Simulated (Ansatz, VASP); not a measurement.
# Lu in VASP and in Ansatz

Contents of INCAR:

```
SYSTEM = Lu
PREC = Accurate ; ENCUT = 520
EDIFF = 1E-6 ; ISMEAR = -1
SIGMA = 0.05 ; LREAL = .False.
LASPH = .True. ; NELM = 100
ALGO = Normal ; ISIF = 2
LWAVE = .False. ; LCHARG = .False.
GGA = PE ; NBANDS = 44
```

KPOINTS

```
regular mesh
0
Gamma
  10 10 10
  0 0 0
```

File POSCAR:

```
Lu
1.0
    1.7692750853      1.0214914468      8.6242728152
   -1.7692750853      1.0214914468      8.6242728152
    0.0000000000     -2.0429828936      8.6242728152
Lu
3
Direct
    0.0000000000      0.0000000000      0.0000000000
    0.7783086100      0.7783086100      0.7783086100
    0.2216913900      0.2216913900      0.2216913900
```

Input for Ansatz:

```yaml
crystal:
  lattice:
    - [1.7692750853, 1.0214914468, 8.6242728152]
    - [-1.7692750853, 1.0214914468, 8.6242728152]
    - [0.0, -2.0429828936, 8.6242728152]
  atoms:
    - { symbol: Lu, position: [0.0, 0.0, 0.0] }
    - { symbol: Lu, position: [0.77830861, 0.77830861, 0.77830861] }
    - { symbol: Lu, position: [0.22169139, 0.22169139, 0.22169139] }
kpoints:
  mp_grid: { grid: [10, 10, 10] }
scf:
  occupations: { method: fermi_dirac, width: 0.05 }
  lower_state_search: "off"
hamiltonian:
  xc: pbe
  pseudopotentials: { kind: paw }
output:
  forces: true
  stress: true
  eigenvalues: true
```

Change from the starting cell: volume scaled by 1.05, no spin polarisation, PAW files.

Alike in both runs: task single point; functional PBE; k mesh 10 × 10 × 10; occupations fermi-dirac, width 0.05 eV; no spin polarisation.

|  | VASP | Ansatz |
| --- | --- | --- |
| version | VASP 6.6.1 | Ansatz 0.2.0 |
| potentials or method | VASP PAW PBE potentials, release 64 (Lu) | PAW with Ansatz's default frozen-core files, scalar-relativistic |
| plane-wave cutoff (eV) | 520 | 420 |
| valence electrons in the cell | 75 | 75 |

```csv
,VASP,Ansatz,Ansatz less VASP
pressure (GPa),-2.8,-2.8,-0.08
"traceless stress, the component that is largest in VASP (GPa)",-0.88,-0.88,+0.005
rms of the force components (eV/Å),0.005,0.005,+0.0006
```

Atom by atom the forces differ by 0.001 eV/Å (rms over components).

Neither program's run includes spin-orbit coupling.
